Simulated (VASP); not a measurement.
# Sr4Ir (Im-3m) in VASP: further runs, part 2 of 2

VASP 6.6.1. Earlier steps stand in the parts before.

## Step 5: Relaxation of cell and atoms, PBE

This run uses another cell than the first one, of 58.86 Å³/atom.

INCAR

```
  PREC = Accurate
  ENCUT = 600
  EDIFF = 1E-7
  ISMEAR = 0
  SIGMA = 0.1
  LREAL = False
  LASPH = True
  NELM = 80
  ALGO = Normal
  ISIF = 3
  LWAVE = False
  LCHARG = False
  GGA = PE
  IBRION = 2
  NSW = 90
  EDIFFG = -0.04
```

KPOINTS

```
Automatic mesh
0
Gamma
  4 4 4
```

POSCAR

```
Sr4Ir
1.0
   -4.1902632400      4.1902632400      4.1902632400
    4.1902632400     -4.1902632400      4.1902632400
    4.1902632400      4.1902632400     -4.1902632400
Sr Ir
4 1
Direct
    0.5000000000      0.5000000000      0.5000000000
    0.0000000000      0.0000000000      0.5000000000
    0.0000000000      0.5000000000      0.0000000000
    0.5000000000      0.0000000000      0.0000000000
    0.0000000000      0.0000000000      0.0000000000
```

Potentials or basis: VASP PAW PBE potentials, release 64 (Sr_sv, Ir).

Run with:

```sh
cat potpaw_PBE.64/Sr_sv/POTCAR potpaw_PBE.64/Ir/POTCAR > POTCAR
mpirun -np 1 vasp_std > vasp.out
```

OUTCAR:

```text
PREC = Accurate
   ENCUT = 600
   EDIFF = 1E-7
   ISMEAR = 0
   LREAL = False
   LASPH = True
   NELM = 80
   ISIF = 3
   GGA = PE
   IBRION = 2
   NSW = 90
   EDIFFG = -0.04

 ion  position               nearest neighbor table
   1  0.500  0.500  0.500-   5 3.63   5 3.63   4 4.19   2 4.19   4 4.19   3 4.19   2 4.19   3 4.19

   2  0.000  0.000  0.500-   5 3.63   5 3.63   4 4.19   1 4.19   3 4.19   3 4.19   4 4.19   1 4.19

   3  0.000  0.500  0.000-   5 3.63   5 3.63   4 4.19   1 4.19   2 4.19   2 4.19   1 4.19   4 4.19

   4  0.500  0.000  0.000-   5 3.63   5 3.63   3 4.19   1 4.19   1 4.19   2 4.19   2 4.19   3 4.19

[... 182 lines left out ...]
  --------------------------------------------------------------------------------------
  -------------------------------------------------------------------------------------
  Total       -7.4961338     -7.4961338     -7.4961338      0.0000000      0.0000000     -0.0000000
  in kB      -40.8097562    -40.8097562    -40.8097562      0.0000000      0.0000000     -0.0000000
  external PRESSURE =     -40.8097562 kB  Pullay stress =       0.0000000 kB
[... 104 lines left out ...]
--------------------------------------- Ionic step        4  -------------------------------------------

 number of electron      49.0000001 magnetization

 Free energy of the ion-electron system (eV)
  ---------------------------------------------------
  ext. energy  EPLUGINS =         0.00000000
  ---------------------------------------------------
  free energy    TOTEN  =       -15.06743596 eV

  energy without entropy =      -15.04348233  energy(sigma->0) =      -15.05545915

 E-fermi :   2.2421     XC(G=0):  -8.2209

 val. band max:        2.1864434772   @ k =   0.5000   0.0000   0.0000
 cond. band min:       2.2617185189   @ k =   0.2500   0.0000   0.0000
 fundamental gap:      0.0752750417
 Fermi energy:         2.2420561500

 k-point     1 :       0.0000    0.0000    0.0000
  band No.  band energies     occupation
      1     -33.8128      2.00000
      2     -33.7524      2.00000
      3     -33.7524      2.00000
      4     -33.7524      2.00000
      5     -16.0673      2.00000
      6     -16.0673      2.00000
[... 277 lines left out ...]
  FREE ENERGIE OF THE ION-ELECTRON SYSTEM (eV)
  ---------------------------------------------------
  free  energy   TOTEN  =       -15.0674359636 eV

  energy  without entropy=      -15.0434823304  energy(sigma->0) =      -15.05545915

 reached required accuracy - stopping structural energy minimisation
```

CONTCAR:

```text
Sr4Ir
   1.00000000000000
    -3.6994669609358435    3.6994669609358435    3.6994669609358435
     3.6994669609358435   -3.6994669609358435    3.6994669609358435
     3.6994669609358435    3.6994669609358435   -3.6994669609358435
  Sr              Ir
     4     1
Direct
     0.5000000000000000    0.5000000000000000    0.5000000000000000
     0.0000000000000000    0.0000000000000000    0.5000000000000000
     1.0000000000000000    0.5000000000000000    1.0000000000000000
     0.5000000000000000    0.0000000000000000    1.0000000000000000
     0.0000000000000000    0.0000000000000000    0.0000000000000000

  0.00000000E+00  0.00000000E+00  0.00000000E+00
  0.00000000E+00  0.00000000E+00  0.00000000E+00
  0.00000000E+00  0.00000000E+00  0.00000000E+00
  0.00000000E+00  0.00000000E+00  0.00000000E+00
  0.00000000E+00  0.00000000E+00  0.00000000E+00
```

Run time: 13 min. Hardware: 1 thread of Intel Xeon Platinum 8259CL at 2.50GHz (Skylake/Cascade Lake), shared host; peak memory 0.57 GiB.

Results:

```yaml
Free_energy: -15.0674 eV
Relaxed_volume: 40.50 Å³/atom
Relaxed_cell: a = 6.408 Å, b = 6.408 Å, c = 6.408 Å, α = 109.47°, β = 109.47°, γ = 109.47°
Space_group_after_relaxing_to_0.1_Å: Im-3m (No. 229)
Energy_gained_by_relaxing: 310.8 meV/atom
Ionic_steps: 4
Pressure_after_relaxing: 0.1 GPa
Band_gap_on_the_k_mesh: zero (an odd number of electrons rules out a gap without spin polarisation)
```

The path:
| step | energy change (eV) | largest force (eV/Å) | pressure (GPa) | volume (Å³) |
| --- | --- | --- | --- | --- |
| 1 | 0.0000 | 0.0000 | -4.08 | 294.30 |
| 2 | -1.2818 | 0.0000 | -2.45 | 234.95 |
| 3 | -1.5469 | 0.0000 | -0.52 | 208.38 |
| 4 | -1.5542 | 0.0000 | 0.13 | 202.52 |

Final structure:
```
Sr Ir
1.0
    -3.69947    3.69947    3.69947
     3.69947   -3.69947    3.69947
     3.69947    3.69947   -3.69947
Sr Ir
4 1
Direct
  0.50000 0.50000 0.50000
  0.00000 0.00000 0.50000
  0.00000 0.50000 0.00000
  0.50000 0.00000 0.00000
  0.00000 0.00000 0.00000
```

Caveat: the volume moved by over 15 % at a fixed basis, so the end points are rough; spin-orbit coupling is left out, which moves the levels of the heavy elements.

## Step 6: Relaxation of cell and atoms, PBE

INCAR

```
ALGO = Fast ; EDIFF = 1E-6
EDIFFG = -0.01 ; ENCUT = 600
GGA = PE ; IBRION = 2
ISIF = 3 ; ISMEAR = 0
LASPH = T ; LCHARG = F
LREAL = F ; LWAVE = F
NELM = 80 ; NSW = 100
PREC = Accurate ; SIGMA = 0.1
```

KPOINTS

```
k-points
0
Gamma
  8 8 8
```

Edit POSCAR of step 5 so:

```diff
@@ -2,5 +2,5 @@
 1.0
-   -4.1902632400      4.1902632400      4.1902632400
-    4.1902632400     -4.1902632400      4.1902632400
-    4.1902632400      4.1902632400     -4.1902632400
+   -3.7059125821      3.7059125821      3.7059125821
+    3.7059125821     -3.7059125821      3.7059125821
+    3.7059125821      3.7059125821     -3.7059125821
 Sr Ir
```

Potentials or basis: VASP PAW PBE potentials, release 64 (Sr_sv, Ir).

Run with:

```sh
cat potpaw_PBE.64/Sr_sv/POTCAR potpaw_PBE.64/Ir/POTCAR > POTCAR
mpirun -np 1 vasp_std > vasp.out
```

Run time: 20 min. Hardware: 1 thread of Intel Xeon Platinum 8259CL at 2.50GHz (Skylake/Cascade Lake), shared host; peak memory 0.51 GiB.

Results (log left out):

```yaml
Free_energy: -15.0461 eV
Relaxed_volume: 40.79 Å³/atom
Relaxed_cell: a = 6.423 Å, b = 6.423 Å, c = 6.423 Å, α = 109.47°, β = 109.47°, γ = 109.47°
Space_group_after_relaxing_to_0.1_Å: Im-3m (No. 229)
Energy_gained_by_relaxing: 0.0 meV/atom
Ionic_steps: 2
Pressure_after_relaxing: 0.0 GPa
Band_gap_on_the_k_mesh: zero (an odd number of electrons rules out a gap without spin polarisation)
```

Final structure:
```
CELL_PARAMETERS angstrom
-3.70820 3.70820 3.70820
3.70820 -3.70820 3.70820
3.70820 3.70820 -3.70820
ATOMIC_POSITIONS crystal
Sr 0.50000 0.50000 0.50000
Sr 0.00000 0.00000 0.50000
Sr 0.00000 0.50000 0.00000
Sr 0.50000 0.00000 0.00000
Ir 0.00000 0.00000 0.00000
```

Levels at points of the mesh, in eV from the Fermi level:
```csv
k point,band 21,band 22,band 23,band 24,band 25,band 26,band 27,band 28,band 29
"(0.00, 0.00, 0.00)",-1.78,-1.78,-1.62,0.08,0.08,1.84,1.86,1.90,2.16
"(0.50, 0.00, 0.00)",-1.42,-1.18,-1.11,-0.36,-0.04,0.48,1.03,1.09,1.55
"(0.50, 0.50, 0.50)",-1.13,-1.13,-1.01,-1.01,-1.01,0.54,0.54,0.55,0.61
```

Caveat: spin-orbit coupling is left out, which moves the levels of the heavy elements.

## Step 7: Overview

| task | cell | k mesh | cutoff (eV) | gap on the mesh (eV) | pressure (GPa) | relaxed volume (Å³/atom) |
| --- | --- | --- | --- | --- | --- | --- |
| single point | a = 6.419 Å, angles 109.5°, 5 atoms | 4 × 4 × 4 | 520 | none | 0.0 | - |
| single point | a = 7.258 Å, angles 109.5°, 5 atoms | 4 × 4 × 4 | 520 | none | -4.1 | - |
| single point | a = 6.419 Å, angles 109.5°, 5 atoms | 8 × 8 × 8 | 520 | none | 0.0 | - |
| relaxation of cell and atoms | relaxed from a = 7.258 Å, angles 109.5°, 5 atoms | 4 × 4 × 4 | 600 | none | 0.1 | 40.50 |
| relaxation of cell and atoms | relaxed from a = 6.419 Å, angles 109.5°, 5 atoms | 8 × 8 × 8 | 600 | none | 0.0 | 40.79 |

Alike in all rows: level PBE; potentials or basis VASP PAW PBE potentials, release 64 (Sr_sv, Ir); no spin polarisation; smearing gaussian 0.1 eV.

Caveats: spin-orbit coupling is left out, which moves the levels of the heavy elements; the cell stands under tension (at least some runs); the volume moved by over 15 % at a fixed basis, so the end points are rough (at least some runs).

Absolute energies hang on the potentials; compare differences alone.

The gap in the log of VASP goes by the Fermi energy; the results here count the filled bands.